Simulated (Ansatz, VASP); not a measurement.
# Two plane-wave programs on GaP

```
CELL_PARAMETERS angstrom
0.00000 2.72581 2.72581
2.72581 0.00000 2.72581
2.72581 2.72581 0.00000
ATOMIC_POSITIONS crystal
Ga 0.00000 0.00000 0.00000
P 0.75000 0.75000 0.75000
```

Alike in both runs: task relaxation of cell and atoms; functional RPBE; k mesh 8 × 8 × 8; occupations gaussian, width 0.02 eV; no spin polarisation.

|  | VASP | Ansatz |
| --- | --- | --- |
| version | VASP 6.6.1 | Ansatz 0.2.0 |
| potentials or method | VASP PAW PBE potentials, release 64 (Ga_d, P), cutoff 600 eV | scalar-relativistic, plane waves, PAW |
| valence electrons in the cell | 18 | 18 |

Ansatz gave:

```
gap on the k mesh at the Fermi level, each at its own relaxed structure (eV) : 1.49
relaxed volume (Å³/atom)                                                     : 21.44
relaxed cell length with the largest relative difference (Å)                 : 3.929
```

Which values does VASP return?

gap on the k mesh at the Fermi level, each at its own relaxed structure (eV): 1.50; relaxed volume (Å³/atom): 21.39; relaxed cell length with the largest relative difference (Å): 3.926.

VASP's potentials were made for PBE, not for RPBE.
